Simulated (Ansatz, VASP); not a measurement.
HfO2: VASP beside Ansatz

File POSCAR:

```
HfO2
1.0
    4.8382036358      0.0000000000      0.0000000000
    0.0000000000      4.8382036358      0.0000000000
    0.0000000000      0.0000000000      3.2203479147
Hf O
2 4
Direct
    0.0000000000      0.0000000000     -0.0310525455
    0.5000000000      0.5000000000      0.5000000000
    0.1949191830      0.8050808170      0.5000000000
    0.3050808170      0.3050808170      0.0000000000
    0.6949191830      0.6949191830      0.0000000000
    0.8050808170      0.1949191830      0.5000000000
```

INCAR.step1

```
PREC = Accurate ; ENCUT = 520
ISMEAR = 0 ; SIGMA = 0.05
LREAL = False ; LASPH = True
NELM = 60 ; NBANDS = 31
GGA = PE ; ALGO = Normal
EDIFF = 1E-4 ; LWAVE = True
LCHARG = False
```

INCAR.step2

```
PREC = Accurate ; ENCUT = 520
EDIFF = 1E-6 ; ISMEAR = 0
SIGMA = 0.05 ; LREAL = False
LASPH = True ; NELM = 60
ALGO = Normal ; ISIF = 2
LWAVE = False ; LCHARG = True
METAGGA = R2SCAN ; LMIXTAU = True
LELF = True ; LVHAR = True
NBANDS = 31 ; ISTART = 1
```

File KPOINTS:

```
Automatic mesh
0
Gamma
  6 6 8
```

Input for Ansatz:

```yaml
crystal:
  lattice:
    - [4.8382036358, 0.0, 0.0]
    - [0.0, 4.8382036358, 0.0]
    - [0.0, 0.0, 3.2203479147]
  atoms:
    - { symbol: Hf, position: [0.0, 0.0, -0.0310525455] }
    - { symbol: Hf, position: [0.5, 0.5, 0.5] }
    - { symbol: O, position: [0.194919183, 0.805080817, 0.5] }
    - { symbol: O, position: [0.305080817, 0.305080817, 0.0] }
    - { symbol: O, position: [0.694919183, 0.694919183, 0.0] }
    - { symbol: O, position: [0.805080817, 0.194919183, 0.5] }
basis:
  ecutwfc: 500
kpoints:
  mp_grid: { grid: [6, 6, 8] }
hamiltonian:
  xc: r2scan
scf:
  occupations: { method: gaussian, width: 0.05 }
output:
  forces: true
  stress: true
  eigenvalues: true
```

Alike in both runs: task single point; functional r2SCAN; k mesh 6 × 6 × 8; occupations gaussian, width 0.05 eV; no spin polarisation.

```csv
,VASP,Ansatz
version,VASP 6.6.1,Ansatz 0.2.0
potentials or method,"VASP PAW PBE potentials, release 64 (Hf_pv, O), cutoff 520 eV","scalar-relativistic, plane waves, PAW"
valence electrons in the cell,44,76
```

|  | VASP | Ansatz | Ansatz less VASP |
| --- | --- | --- | --- |
| gap on the k mesh at the Fermi level (eV) | 4.53 | 4.59 | +0.061 |
| least direct gap on the mesh (eV) | 4.53 | 4.59 | +0.061 |
| pressure (GPa) | -2.5 | 0.7 | +3.15 |
| traceless stress, the component that is largest in VASP (GPa) | -0.61 | -0.62 | -0.007 |
| rms of the force components (eV/Å) | 0.237 | 0.248 | +0.0115 |

VASP's potentials were made for PBE, not for r2SCAN. Atom by atom the forces differ by 0.026 eV/Å (rms over components). VASP's potentials hold 44 valence electrons a cell and Ansatz's 76, so a difference there can come from the potentials and not from the codes.

Spin-orbit coupling is off throughout.
